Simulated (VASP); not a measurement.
CuSb2, 3 atoms in the cell. Symmetry: P-3m1, No. 164, trigonal system. The conventional cell has a = 4.059 Å, b = 4.059 Å, c = 4.993 Å, α = 90.00°, β = 90.00°, γ = 120.00°. Within 3.5 Å of Cu (site symmetry -3m) lie 6 Sb at 2.68 Å. Sb (site symmetry 3m) has 3 Cu at 2.68 Å and 6 Sb at 3.36 to 3.49 Å within 3.5 Å. 

| Property | Result |
| --- | --- |
| Program | VASP 6.6.1 |
| Task | relaxation of shape and atoms at fixed volume |
| Functional | PBE |
| Potentials or basis | VASP PAW PBE potentials, release 64 (Cu, Sb) |
| Cutoff | 600 eV |
| k mesh | 10 × 10 × 8 |
| Occupations | gaussian, width 0.05 eV |
| Spin | no spin polarisation |
| Dipole correction | no |
| Further INCAR settings | ALGO = Normal; EDIFF = 1e-06; IBRION = 2; EDIFFG = -0.01; NSW = 60; ISIF = 4 |

Potentials or basis: VASP PAW PBE potentials, release 64 (Cu, Sb).

Run with:

```console
$ cat potpaw_PBE.64/Cu/POTCAR potpaw_PBE.64/Sb/POTCAR > POTCAR
$ mpirun -np 1 vasp_std > vasp.out
```

Hardware: 1 thread of Intel(R) Xeon(R) Platinum 8259CL CPU @ 2.50GHz (Skylake/Cascade Lake) (shared host).

Task: How long does it take, and how much memory?

Result: It took 3.4 min on 1 thread of Intel(R) Xeon(R) Platinum 8259CL CPU @ 2.50GHz (Skylake/Cascade Lake), on a shared host, peak memory 0.3 GiB. Counts: scf iterations 31, k points 94, ion steps 4.
